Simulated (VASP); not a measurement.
# Sn (P6_3mc) in VASP: single point with PBE

Aim: the single point of Sn with PBE.

Everything below comes from runs of VASP 6.6.1. Logs are shortened: lines on timing, memory, paths and dates and some standing lists are left out, and cuts for length are marked.

## (1) The cell of the first run

It takes space group P6_3mc (No. 186, hexagonal). The conventional cell has a = 3.882 Å, b = 3.882 Å, c = 10.061 Å, α = 90.00°, β = 90.00°, γ = 120.00°. Sn (site symmetry 3m) has 3 Sn at 2.25 Å within 3.0 Å. Within 3.0 Å of Sn (site symmetry 3m) lie 3 Sn at 2.25 Å.

## (2) Single point, PBE (C replaced by Sn, lengths x 1.497, strained)

The input, INCAR:

```
SYSTEM = Sn
  ALGO = Normal
  EDIFF = 1E-6
  ENCUT = 520
  GGA = PE
  ISIF = 2
  ISMEAR = 0
  LASPH = .True.
  LCHARG = .True.
  LELF = .True.
  LREAL = .False.
  LVHAR = .True.
  LWAVE = .False.
  NBANDS = 36
  NELM = 80
  PREC = Accurate
  SIGMA = 0.1
```

The input, KPOINTS:

```
k-points
0
Gamma
  12 12 4
  0 0 0
```

The input, POSCAR:

```
Sn
1.0
    3.8816848355      0.0000000000      0.0000000000
   -1.9408424178      3.3616376770      0.0000000000
    0.0000000000      0.0000000000     10.0606817113
Sn
4
Direct
    0.0000000000      0.0000000000     -0.0044182622
    0.0000000000      0.0000000000      0.4955817378
    0.3333333333      0.6666666667      0.0094182622
    0.6666666667      0.3333333333      0.5094182622
```

Potentials or basis: VASP PAW PBE potentials, release 64 (Sn_d).

On the command line:

```sh
$ cat potpaw_PBE.64/Sn_d/POTCAR > POTCAR
$ mpirun -np 1 vasp_std > vasp.out
```

OUTCAR:

```text
SYSTEM = Sn
   EDIFF = 1E-6
   ENCUT = 520
   GGA = PE
   ISIF = 2
   ISMEAR = 0
   LASPH = .True.
   LREAL = .False.
   NELM = 80
   PREC = Accurate

 ion  position               nearest neighbor table
   1  0.000  0.000  0.996-   3 2.25   3 2.25   3 2.25
   2  0.000  0.000  0.496-   4 2.25   4 2.25   4 2.25
   3  0.333  0.667  0.009-   1 2.25   1 2.25   1 2.25
   4  0.667  0.333  0.509-   2 2.25   2 2.25   2 2.25

  LATTYP: Found a hexagonal cell.
 ALAT       =     3.8816848355
 C/A-ratio  =     2.5918337365

  Lattice vectors:

 A1 = (   3.8816848355,   0.0000000000,   0.0000000000)
 A2 = (  -1.9408424178,   3.3616376770,   0.0000000000)
 A3 = (   0.0000000000,   0.0000000000,  10.0606817113)

Analysis of symmetry for initial positions (statically):
=====================================================================
 Subroutine PRICEL returns:
 Original cell was already a primitive cell.

 Routine SETGRP: Setting up the symmetry group for a
 hexagonal supercell.

 Subroutine GETGRP returns: Found 12 space group operations
 (whereof  6 operations were pure point group operations)
 out of a pool of 24 trial point group operations.

The static configuration has the point symmetry C_3v.
 The point group associated with its full space group is C_6v.

Analysis of symmetry for dynamics (positions and initial velocities):
=====================================================================
 Subroutine PRICEL returns:
 Original cell was already a primitive cell.

 Routine SETGRP: Setting up the symmetry group for a
 hexagonal supercell.

 Subroutine GETGRP returns: Found 12 space group operations
 (whereof  6 operations were pure point group operations)
 out of a pool of 24 trial point group operations.

The dynamic configuration has the point symmetry C_3v.
 The point group associated with its full space group is C_6v.

 Subroutine INISYM returns: Found 12 space group operations
 (whereof  6 operations are pure point group operations),
 and found     1 'primitive' translations

----------------------------------------------------------------------------------------

                                     Primitive cell

  volume of cell :     131.2800

  direct lattice vectors                    reciprocal lattice vectors
     3.881684836  0.000000000  0.000000000     0.257620091  0.148737029  0.000000000
    -1.940842418  3.361637677  0.000000000     0.000000000  0.297474058  0.000000000
     0.000000000  0.000000000 10.060681711     0.000000000  0.000000000  0.099396843

  length of vectors
     3.881684836  3.881684836 10.060681711     0.297474058  0.297474058  0.099396843

  position of ions in fractional coordinates (direct lattice)
     0.000000000  0.000000000  0.995581738
     0.000000000  0.000000000  0.495581738
     0.333333333  0.666666667  0.009418262
     0.666666667  0.333333333  0.509418262

  ion indices of the primitive-cell ions
   primitive index   ion index
                 1           1
                 2           2
                 3           3
                 4           4

----------------------------------------------------------------------------------------

 KPOINTS: k-points

Automatic generation of k-mesh.
 Grid dimensions read from file:
 generate k-points for:   12   12    4

 Generating k-lattice:

  Cartesian coordinates                     Fractional coordinates (reciprocal lattice)
     0.021468341  0.012394752  0.000000000     0.083333333 -0.000000000  0.000000000
     0.000000000  0.024789505  0.000000000     0.000000000  0.083333333  0.000000000
     0.000000000  0.000000000  0.024849211     0.000000000  0.000000000  0.250000000

  Length of vectors
     0.024789505  0.024789505  0.024849211

  Shift w.r.t. Gamma in fractional coordinates (k-lattice)
     0.000000000  0.000000000  0.000000000

 Subroutine IBZKPT returns following result:
 ===========================================

 Found     57 irreducible k-points:

 Following reciprocal coordinates:
            Coordinates               Weight
  0.000000  0.000000  0.000000      1.000000
  0.083333 -0.000000  0.000000      6.000000
  0.166667 -0.000000  0.000000      6.000000
  0.250000 -0.000000  0.000000      6.000000
  0.333333 -0.000000  0.000000      6.000000
  0.416667  0.000000  0.000000      6.000000
[... 16 lines left out ...]
  0.250000 -0.000000  0.250000     12.000000
  0.333333 -0.000000  0.250000     12.000000
 [... further k-points ...]
   k-points           NKPTS =     57   k-points in BZ     NKDIM =     57   number of bands    NBANDS=     36
   number of dos      NEDOS =    301   number of ions     NIONS =      4
   total plane-waves  NPLWV =  72000
   dimension x,y,z NGX =    30 NGY =   30 NGZ =   80
   dimension x,y,z NGXF=    60 NGYF=   60 NGZF=  160
   ions per type =               4
   NGX,Y,Z   is equivalent  to a cutoff of  12.85, 12.85, 13.22 a.u.
   NGXF,Y,Z  is equivalent  to a cutoff of  25.70, 25.70, 26.44 a.u.
 SYSTEM =  Sn
   PREC   = accura    normal or accurate (medium, high low for compatibility)
   ISTART =      0    job   : 0-new  1-cont  2-samecut
   ICHARG =      2    charge: 1-file 2-atom 10-const
   ISPIN  =      1    spin polarized calculation?
   LNONCOLLINEAR =      F non collinear calculations
   LSORBIT =      F    spin-orbit coupling
   LASPH  =      T    aspherical Exc in radial PAW
   ENCUT  =  520.0 eV  38.22 Ry    6.18 a.u.   7.22  7.22 18.71*2*pi/ulx,y,z
   NELM   =     80;   NELMIN=  2; NELMDL= -5     # of ELM steps
   EDIFF  = 0.1E-05   stopping-criterion for ELM
   LREAL  =      F    real-space projection
   EDIFFG = 0.1E-04   stopping-criterion for IOM
   NSW    =      0    number of steps for IOM
   IBRION =     -1    ionic relax: 0-MD 1-quasi-New 2-CG
   NFREE  =      0    steps in history (QN), initial steepest desc. (CG)
   ISIF   =      2    stress and relaxation
   ISYM   =      2    0-nonsym 1-usesym 2-fastsym
   POTIM  = 0.5000    time-step for ionic-motion
   TEBEG  =    0.0;   TEEND  =   0.0 temperature during run
   PSTRESS=    0.0 pullay stress
   NELECT =      56.0000    total number of electrons
   NUPDOWN=      -1.0000    fix difference up-down
   EMIN   =  10.00;   EMAX   =-10.00  energy-range for DOS
   EFERMI =   0.00;   METHOD = LEGACY
   ISMEAR =     0;   SIGMA  =   0.10  broadening in eV -4-tet -1-fermi 0-gaus
   EFERMI_NEDOS =   21; number of points for ismear=-14 and -15
   IALGO  =     38    algorithm
   IMIX   =      4    mixing-type and parameters
     AMIX     =   0.40;   BMIX     =  1.00
     AMIX_MAG =   1.60;   BMIX_MAG =  1.00
  volume/ion in A,a.u.               =      32.82       221.48
  Fermi-wavevector in a.u.,A,eV,Ry     =   1.232361  2.328825 20.663357  1.518714
  Thomas-Fermi vector in A             =   2.367134
   LORBIT       =      0    0 simple, 1 ext, 2 COOP (PROOUT), +10 PAW based schemes
   GGA     = PE    functional components
   LHFCALC =     F    Hartree Fock is set to
   AEXX    =    0.0000 exact exchange contribution
   IVDW    =     0    specifies the selected vdW correction
   LEPSILON=     F    determine dielectric tensor
   LRPA    =     F    only Hartree local field effects (RPA)
 non-spin polarized calculation
 Gauss-broadening in eV      SIGMA  =   0.10
  energy-cutoff  :      520.00
  volume of cell :      131.28
 maximum number of plane-waves:      3563
 NGX is ok and might be reduce to    30
   NGX = 15   NGY = 15   NGZ = 37

 number of electron      55.9999998 magnetization

 Free energy of the ion-electron system (eV)
  ---------------------------------------------------
  ext. energy  EPLUGINS =         0.00000000
  ---------------------------------------------------
  free energy    TOTEN  =        -2.90260810 eV

  energy without entropy =       -2.89972797  energy(sigma->0) =       -2.90116803

 E-fermi :   5.9667     XC(G=0):  -8.5530

 val. band max:        5.9528378412   @ k =   0.0000   0.0000   0.0000
 cond. band min:       6.2845410212   @ k =   0.3333   0.3333   0.2500
 fundamental gap:      0.3317031800
 Fermi energy:         5.9667023000

 k-point     1 :       0.0000    0.0000    0.0000
  band No.  band energies     occupation
      1     -17.1557      2.00000
      2     -17.1551      2.00000
      3     -17.0366      2.00000
      4     -17.0366      2.00000
      5     -17.0366      2.00000
      6     -17.0366      2.00000
[... 28 lines left out ...]
     35      10.4766      0.00000
     36      12.1505      0.00000

 k-point     2 :       0.0833   -0.0000    0.0000
  band No.  band energies     occupation
      1     -17.1745      2.00000
      2     -17.1740      2.00000
      3     -17.1129      2.00000
      4     -17.1129      2.00000
      5     -17.0884      2.00000
      6     -17.0883      2.00000
[... 28 lines left out ...]
     35      10.9551      0.00000
     36      12.2264      0.00000

 k-point     3 :       0.1667   -0.0000    0.0000
  band No.  band energies     occupation
      1     -17.2973      2.00000
      2     -17.2971      2.00000
      3     -17.2638      2.00000
      4     -17.2638      2.00000
      5     -17.1077      2.00000
      6     -17.1073      2.00000
[... 28 lines left out ...]
     35      12.0683      0.00000
     36      12.0975      0.00000

 k-point     4 :       0.2500   -0.0000    0.0000
  band No.  band energies     occupation
      1     -17.4535      2.00000
      2     -17.4535      2.00000
      3     -17.4139      2.00000
      4     -17.4139      2.00000
      5     -17.0931      2.00000
      6     -17.0927      2.00000
[... 28 lines left out ...]
     35      13.4543      0.00000
     36      13.5236      0.00000

 k-point     5 :       0.3333   -0.0000    0.0000
  band No.  band energies     occupation
      1     -17.5842      2.00000
      2     -17.5841      2.00000
      3     -17.5334      2.00000
      4     -17.5334      2.00000
      5     -17.0741      2.00000
      6     -17.0738      2.00000
[... 655 lines left out ...]
 k-point    22 :       0.1667   -0.0000    0.2500
  band No.  band energies     occupation
      1     -17.2973      2.00000
      2     -17.2971      2.00000
      3     -17.2638      2.00000
      4     -17.2638      2.00000
      5     -17.1077      2.00000
      6     -17.1074      2.00000
[... 28 lines left out ...]
     35      12.0196      0.00000
     36      12.0836      0.00000

 k-point    23 :       0.2500   -0.0000    0.2500
  band No.  band energies     occupation
      1     -17.4535      2.00000
      2     -17.4535      2.00000
      3     -17.4139      2.00000
      4     -17.4139      2.00000
      5     -17.0931      2.00000
      6     -17.0928      2.00000
[... 28 lines left out ...]
     35      13.4558      0.00000
     36      13.5177      0.00000

 k-point    24 :       0.3333   -0.0000    0.2500
  band No.  band energies     occupation
      1     -17.5842      2.00000
      2     -17.5841      2.00000
      3     -17.5334      2.00000
      4     -17.5334      2.00000
      5     -17.0741      2.00000
      6     -17.0738      2.00000
[... 28 lines left out ...]
     35      13.1123      0.00000
     36      13.6610      0.00000

 [... further k-points ...]
[... 5 lines left out ...]
  --------------------------------------------------------------------------------------
  -------------------------------------------------------------------------------------
  Total       64.1633091     64.1633091      0.1574169     -0.0000000      0.0000000      0.0000000
  in kB      783.0666946    783.0666946      1.9211591     -0.0000000      0.0000000      0.0000000
  external PRESSURE =     522.6848494 kB  Pullay stress =       0.0000000 kB

 VOLUME and BASIS-vectors are now :
 -----------------------------------------------------------------------------
  energy-cutoff  :      520.00
  volume of cell :      131.28
      direct lattice vectors                 reciprocal lattice vectors
     3.881684836  0.000000000  0.000000000     0.257620091  0.148737029  0.000000000
    -1.940842418  3.361637677  0.000000000     0.000000000  0.297474058  0.000000000
     0.000000000  0.000000000 10.060681711     0.000000000  0.000000000  0.099396843

 POSITION                                       TOTAL-FORCE (eV/Angst)
 -----------------------------------------------------------------------------------
      0.00000      0.00000     10.01623         0.000000      0.000000     -1.439583
      0.00000      0.00000      4.98589        -0.000000     -0.000000     -1.439583
     -0.00000      2.24109      0.09475        -0.000000     -0.000000      1.439583
      1.94084      1.12055      5.12509        -0.000000      0.000000      1.439583
 -----------------------------------------------------------------------------------
    total drift:                               -0.000000     -0.000000     -0.001094

  FREE ENERGIE OF THE ION-ELECTRON SYSTEM (eV)
  ---------------------------------------------------
  free  energy   TOTEN  =        -2.9026080961 eV

  energy  without entropy=       -2.8997279654  energy(sigma->0) =       -2.90116803
```

Wall time 2.4 min (1 thread of Intel Xeon 6975P-C (Granite Rapids), shared host); peak memory 0.36 GiB.

Results:

```
Free energy            : -2.9026 eV
Pressure               : 52.3 GPa
Largest force          : 1.440 eV/Å
Band gap on the k mesh : zero (band 28 reaches 5.95 eV, above the bottom of band 29 at 5.90 eV)
```

Forces on the atoms (eV/Å):
```
Sn   0.000  0.000 -1.440
Sn   0.000  0.000 -1.440
Sn   0.000  0.000  1.440
Sn   0.000  0.000  1.440
```

Stress tensor (GPa, compression positive):
```
78.31  0.00  0.00
 0.00 78.31  0.00
 0.00  0.00  0.19
```

Levels at points of the mesh, in eV from the Fermi level:
```
           k point  band 24  band 25  band 26  band 27  band 28  band 29  band 30  band 31  band 32  band 33
(0.00, 0.00, 0.00)    -3.55    -0.04    -0.04    -0.01    -0.01     1.88     3.46     3.58     4.44     4.44
(0.50, 0.00, 0.00)    -8.27    -2.91    -2.85    -1.60    -1.16     0.73     1.17     1.94     2.13     4.89
(0.00, 0.00, 0.50)    -4.10    -0.03    -0.03    -0.03    -0.03     3.41     3.41     3.52     3.52     4.48
(0.50, 0.00, 0.50)    -8.29    -2.88    -2.88    -1.34    -1.34     0.76     0.76     2.04     2.04     5.99
```

Caveat: the cell differs from its parent crystal (C replaced by Sn, lengths x 1.497, strained); spin-orbit coupling is left out, which moves the levels of the heavy elements; forces of over 1 eV/Å act on the atoms, so gaps and moduli don't describe the material at rest.
